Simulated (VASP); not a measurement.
# CoO (Fm-3m) in VASP: notebook

The runs below take CoO through single point, with PBE, revPBE, PBEsol+D4, RPBE+D3(BJ), PBEsol+D3(BJ).

Everything below comes from runs of VASP 6.6.1. Logs are shortened: lines on timing, memory, paths and dates and some standing lists are left out, and cuts for length are marked.

### Step 1. The cell of the first run

The structure is cubic, space group Fm-3m (No. 225). The conventional cell has a = 4.319 Å, b = 4.319 Å, c = 4.319 Å, α = 90.00°, β = 90.00°, γ = 90.00°. Within 2.9 Å of Co (site symmetry m-3m) lie 6 O at 2.16 Å. O (site symmetry m-3m) has 6 Co at 2.16 Å within 2.9 Å.

### Step 2. Single point, PBE, collinear spin, ferromagnetic start

File INCAR:

```
  PREC = Accurate
  ENCUT = 520
  EDIFF = 1E-7
  ISMEAR = -1
  SIGMA = 0.05
  LREAL = F
  LASPH = T
  NELM = 150
  ALGO = Normal
  ISIF = 2
  LWAVE = F
  LCHARG = T
  ISPIN = 2
  MAGMOM = 2 0
  LORBIT = 11
  LMAXMIX = 4
  GGA = PE
  LELF = T
  LVHAR = T
  NBANDS = 18
```

File KPOINTS:

```
regular mesh
0
Gamma
  11 11 11
```

File POSCAR:

```
CoO
1.0
    0.0000000000      2.1595492692      2.1595492692
    2.1595492692      0.0000000000      2.1595492692
    2.1595492692      2.1595492692      0.0000000000
Co O
1 1
Direct
    0.0000000000      0.0000000000      0.0000000000
    0.5000000000      0.5000000000      0.5000000000
```

Potentials or basis: VASP PAW PBE potentials, release 64 (Co, O).

On the command line:

```
$ cat potpaw_PBE.64/Co/POTCAR potpaw_PBE.64/O/POTCAR > POTCAR
$ mpirun -np 1 vasp_std > vasp.out
```

OUTCAR:

```text
PREC = Accurate
   ENCUT = 520
   EDIFF = 1E-7
   ISMEAR = -1
   LREAL = F
   LASPH = T
   NELM = 150
   ISIF = 2
   ISPIN = 2
   LORBIT = 11
   GGA = PE

 ion  position               nearest neighbor table
   1  0.000  0.000  0.000-   2 2.16   2 2.16   2 2.16   2 2.16   2 2.16   2 2.16
   2  0.500  0.500  0.500-   1 2.16   1 2.16   1 2.16   1 2.16   1 2.16   1 2.16

  LATTYP: Found a face centered cubic cell.
 ALAT       =     4.3190985384

  Lattice vectors:

 A1 = (   0.0000000000,   2.1595492692,   2.1595492692)
 A2 = (   2.1595492692,   0.0000000000,   2.1595492692)
 A3 = (   2.1595492692,   2.1595492692,   0.0000000000)

Analysis of symmetry for initial positions (statically):
[... 25 lines left out ...]
The dynamic configuration has the point symmetry O_h .

Analysis of structural, dynamic, and magnetic symmetry:
=====================================================================
 Subroutine PRICEL returns:
[... 7 lines left out ...]
 out of a pool of 48 trial point group operations.

The overall configuration has the point symmetry O_h .

 Subroutine INISYM returns: Found 48 space group operations
[... 5 lines left out ...]
                                     Primitive cell

  volume of cell :      20.1428

  direct lattice vectors                    reciprocal lattice vectors
     0.000000000  2.159549269  2.159549269    -0.231529795  0.231529795  0.231529795
     2.159549269  0.000000000  2.159549269     0.231529795 -0.231529795  0.231529795
     2.159549269  2.159549269  0.000000000     0.231529795  0.231529795 -0.231529795

  length of vectors
     3.054063865  3.054063865  3.054063865     0.401021369  0.401021369  0.401021369

  position of ions in fractional coordinates (direct lattice)
     0.000000000  0.000000000  0.000000000
     0.500000000  0.500000000  0.500000000

  ion indices of the primitive-cell ions
   primitive index   ion index
                 1           1
                 2           2

----------------------------------------------------------------------------------------

 KPOINTS: regular mesh

Automatic generation of k-mesh.
 Grid dimensions read from file:
 generate k-points for:   11   11   11

 Generating k-lattice:

  Cartesian coordinates                     Fractional coordinates (reciprocal lattice)
    -0.021048163  0.021048163  0.021048163     0.090909091  0.000000000  0.000000000
     0.021048163 -0.021048163  0.021048163     0.000000000  0.090909091  0.000000000
     0.021048163  0.021048163 -0.021048163     0.000000000  0.000000000  0.090909091

  Length of vectors
     0.036456488  0.036456488  0.036456488

  Shift w.r.t. Gamma in fractional coordinates (k-lattice)
     0.000000000  0.000000000  0.000000000

 Subroutine IBZKPT returns following result:
 ===========================================

 Found     56 irreducible k-points:

 Following reciprocal coordinates:
            Coordinates               Weight
  0.000000  0.000000  0.000000      1.000000
  0.090909  0.000000  0.000000      8.000000
  0.181818  0.000000  0.000000      8.000000
  0.272727  0.000000  0.000000      8.000000
  0.363636  0.000000  0.000000      8.000000
  0.454545  0.000000  0.000000      8.000000
[... 16 lines left out ...]
 -0.272727  0.181818  0.000000     24.000000
 -0.181818  0.181818  0.000000     12.000000
 [... further k-points ...]
   k-points           NKPTS =     56   k-points in BZ     NKDIM =     56   number of bands    NBANDS=     18
   number of dos      NEDOS =    301   number of ions     NIONS =      2
   total plane-waves  NPLWV =  13824
   dimension x,y,z NGX =    24 NGY =   24 NGZ =   24
   dimension x,y,z NGXF=    48 NGYF=   48 NGZF=   48
   ions per type =               1   1
   NGX,Y,Z   is equivalent  to a cutoff of  13.06, 13.06, 13.06 a.u.
   NGXF,Y,Z  is equivalent  to a cutoff of  26.13, 26.13, 26.13 a.u.
 SYSTEM =  unknown system
   PREC   = accura    normal or accurate (medium, high low for compatibility)
   ISTART =      0    job   : 0-new  1-cont  2-samecut
   ICHARG =      2    charge: 1-file 2-atom 10-const
   ISPIN  =      2    spin polarized calculation?
   LNONCOLLINEAR =      F non collinear calculations
   LSORBIT =      F    spin-orbit coupling
   LASPH  =      T    aspherical Exc in radial PAW
   ENCUT  =  520.0 eV  38.22 Ry    6.18 a.u.   5.68  5.68  5.68*2*pi/ulx,y,z
   NELM   =    150;   NELMIN=  2; NELMDL= -5     # of ELM steps
   EDIFF  = 0.1E-06   stopping-criterion for ELM
   LREAL  =      F    real-space projection
   EDIFFG = 0.1E-05   stopping-criterion for IOM
   NSW    =      0    number of steps for IOM
   IBRION =     -1    ionic relax: 0-MD 1-quasi-New 2-CG
   NFREE  =      0    steps in history (QN), initial steepest desc. (CG)
   ISIF   =      2    stress and relaxation
   ISYM   =      2    0-nonsym 1-usesym 2-fastsym
   POTIM  = 0.5000    time-step for ionic-motion
   TEBEG  =    0.0;   TEEND  =   0.0 temperature during run
   PSTRESS=    0.0 pullay stress
   NELECT =      15.0000    total number of electrons
   NUPDOWN=      -1.0000    fix difference up-down
   EMIN   =  10.00;   EMAX   =-10.00  energy-range for DOS
   EFERMI =   0.00;   METHOD = LEGACY
   ISMEAR =    -1;   SIGMA  =   0.05  broadening in eV -4-tet -1-fermi 0-gaus
   EFERMI_NEDOS =   21; number of points for ismear=-14 and -15
   IALGO  =     38    algorithm
   IMIX   =      4    mixing-type and parameters
     AMIX     =   0.40;   BMIX     =  1.00
     AMIX_MAG =   1.60;   BMIX_MAG =  1.00
  volume/ion in A,a.u.               =      10.07        67.97
  Fermi-wavevector in a.u.,A,eV,Ry     =   1.483880  2.804127 29.958669  2.201900
  Thomas-Fermi vector in A             =   2.597486
   LORBIT       =     11    0 simple, 1 ext, 2 COOP (PROOUT), +10 PAW based schemes
   GGA     = PE    functional components
   LHFCALC =     F    Hartree Fock is set to
   AEXX    =    0.0000 exact exchange contribution
   IVDW    =     0    specifies the selected vdW correction
   LEPSILON=     F    determine dielectric tensor
   LRPA    =     F    only Hartree local field effects (RPA)
 spin polarized calculation
  energy-cutoff  :      520.00
  volume of cell :       20.14
 maximum number of plane-waves:       556
   NGX = 11   NGY = 11   NGZ = 11

 number of electron      15.0000002 magnetization       2.9673075

 Free energy of the ion-electron system (eV)
  ---------------------------------------------------
  ext. energy  EPLUGINS =         0.00000000
  ---------------------------------------------------
  free energy    TOTEN  =       -13.03696750 eV

  energy without entropy =      -13.00193008  energy(sigma->0) =      -13.01944879

 E-fermi :   7.3224     XC(G=0): -12.1725

 val. band max:        7.3170429255   @ k =   0.3636   0.2727   0.0909
 cond. band min:       7.3324247148   @ k =  -0.1818   0.2727   0.0909
 fundamental gap:      0.0153817893
 Fermi energy:         7.3224338448

 spin component 1

 k-point     1 :       0.0000    0.0000    0.0000
  band No.  band energies     occupation
      1     -12.4845      1.00000
      2       4.0745      1.00000
      3       4.0746      1.00000
      4       4.3014      1.00000
      5       4.3014      1.00000
      6       4.3014      1.00000
[... 10 lines left out ...]
     17      28.0777      0.00000
     18      31.7511      0.00000

 k-point     2 :       0.0909    0.0000    0.0000
  band No.  band energies     occupation
      1     -12.4058      1.00000
      2       3.4511      1.00000
      3       3.4511      1.00000
      4       3.5118      1.00000
      5       4.3267      1.00000
      6       4.3267      1.00000
[... 10 lines left out ...]
     17      29.3058      0.00000
     18      32.9381      0.00000

 k-point     3 :       0.1818    0.0000    0.0000
  band No.  band energies     occupation
      1     -12.1871      1.00000
      2       2.3024      1.00000
      3       2.7659      1.00000
      4       2.7659      1.00000
      5       4.4643      1.00000
      6       4.4644      1.00000
[... 412 lines left out ...]
 k-point    23 :      -0.2727    0.1818    0.0000
  band No.  band energies     occupation
      1     -11.5498      1.00000
      2       0.4691      1.00000
      3       1.7469      1.00000
      4       2.1146      1.00000
      5       4.7026      1.00000
      6       4.7479      1.00000
[... 10 lines left out ...]
     17      34.5349      0.00000
     18      36.1960      0.00000

 k-point    24 :      -0.1818    0.1818    0.0000
  band No.  band energies     occupation
      1     -11.8029      1.00000
      2       0.9979      1.00000
      3       1.9768      1.00000
      4       2.6067      1.00000
      5       4.5754      1.00000
      6       4.6010      1.00000
[... 10 lines left out ...]
     17      34.4406      0.00000
     18      36.2564      0.00000

 [... further k-points ...]

 spin component 2

 k-point     1 :       0.0000    0.0000    0.0000
  band No.  band energies     occupation
      1     -11.9617      1.00000
      2       4.9728      1.00000
      3       4.9728      1.00000
      4       4.9728      1.00000
      5       6.3140      1.00000
      6       6.3140      1.00000
[... 10 lines left out ...]
     17      29.0407      0.00000
     18      32.5549      0.00000

 k-point     2 :       0.0909    0.0000    0.0000
  band No.  band energies     occupation
      1     -11.8806      1.00000
      2       4.2645      1.00000
      3       4.6898      1.00000
      4       4.6898      1.00000
      5       6.4129      1.00000
      6       6.4129      1.00000
[... 10 lines left out ...]
     17      30.0752      0.00000
     18      33.7873      0.00000

 k-point     3 :       0.1818    0.0000    0.0000
  band No.  band energies     occupation
      1     -11.6551      1.00000
      2       2.9877      1.00000
      3       4.1424      1.00000
      4       4.1425      1.00000
      5       6.6119      1.00000
      6       6.6120      1.00000
[... 412 lines left out ...]
 k-point    23 :      -0.2727    0.1818    0.0000
  band No.  band energies     occupation
      1     -10.9897      1.00000
      2       1.1624      1.00000
      3       2.9811      1.00000
      4       3.2057      1.00000
      5       6.8739      0.99987
      6       7.2068      0.90988
[... 10 lines left out ...]
     17      34.9864      0.00000
     18      36.7956      0.00000

 k-point    24 :      -0.1818    0.1818    0.0000
  band No.  band energies     occupation
      1     -11.2552      1.00000
      2       1.7535      1.00000
      3       3.4498      1.00000
      4       3.4657      1.00000
      5       6.6847      1.00000
      6       7.1141      0.98472
[... 10 lines left out ...]
     17      35.0489      0.00000
     18      36.8300      0.00000

 [... further k-points ...]
[... 5 lines left out ...]
  --------------------------------------------------------------------------------------
  -------------------------------------------------------------------------------------
  Total       -1.0453403     -1.0453403     -1.0453403      0.0000000      0.0000000      0.0000000
  in kB      -83.1474527    -83.1474527    -83.1474527      0.0000000      0.0000000      0.0000000
  external PRESSURE =     -83.1474527 kB  Pullay stress =       0.0000000 kB

 VOLUME and BASIS-vectors are now :
 -----------------------------------------------------------------------------
  energy-cutoff  :      520.00
  volume of cell :       20.14
      direct lattice vectors                 reciprocal lattice vectors
     0.000000000  2.159549269  2.159549269    -0.231529795  0.231529795  0.231529795
     2.159549269  0.000000000  2.159549269     0.231529795 -0.231529795  0.231529795
     2.159549269  2.159549269  0.000000000     0.231529795  0.231529795 -0.231529795

 POSITION                                       TOTAL-FORCE (eV/Angst)
 -----------------------------------------------------------------------------------
      0.00000      0.00000      0.00000         0.000000      0.000000     -0.000000
      2.15955      2.15955      2.15955        -0.000000     -0.000000      0.000000
 -----------------------------------------------------------------------------------
    total drift:                                0.000000     -0.000000     -0.000000

  FREE ENERGIE OF THE ION-ELECTRON SYSTEM (eV)
  ---------------------------------------------------
  free  energy   TOTEN  =       -13.0369674982 eV

  energy  without entropy=      -13.0019300754  energy(sigma->0) =      -13.01944879

 total charge

# of ion       s       p       d       tot
------------------------------------------
    1        0.283   0.330   7.113   7.725
    2        1.556   3.405   0.000   4.960
--------------------------------------------------
tot          1.839   3.734   7.113  12.686

 magnetization (x)

# of ion       s       p       d       tot
------------------------------------------
    1        0.020   0.017   2.565   2.602
    2        0.027   0.284   0.000   0.311
--------------------------------------------------
tot          0.047   0.300   2.565   2.913
```

Run time: 1.8 min. Hardware: 1 thread of AMD EPYC 7R13, shared host; peak memory 0.14 GiB.

Results:

```
Free energy                                           : -13.0370 eV
Pressure                                              : -8.3 GPa
Band gap on the k mesh                                : zero (filled and empty bands overlap)
Net moment                                            : 2.97 μB per cell
Site moments                                          : Co +2.60; O +0.31 μB
Valence electrons inside the program's atomic spheres : Co 7.72; O 4.96
```

Levels at points of the mesh, in eV from the Fermi level:
Spin up:
| k point | band 7 | band 8 | band 9 | band 10 | band 11 | band 12 |
| --- | --- | --- | --- | --- | --- | --- |
| (0.00, 0.00, 0.00) | -2.93 | -2.93 | -2.93 | 0.81 | 16.74 | 17.83 |
Spin down:
```csv
k point,band 4,band 5,band 6,band 7,band 8,band 9
"(0.00, 0.00, 0.00)",-2.35,-1.01,-1.01,-1.01,0.13,0.13
```

Caveat: a cell with one magnetic atom can't hold antiferromagnetic order, which such compounds often take; semilocal functionals often make such compounds metallic where correlation or magnetic order opens a gap, which also shifts bond lengths. With open d or f shells a metallic result of PBE can be an artefact of self-interaction; +U or a hybrid may open a gap.

(Part 1 of 3 ends here.)
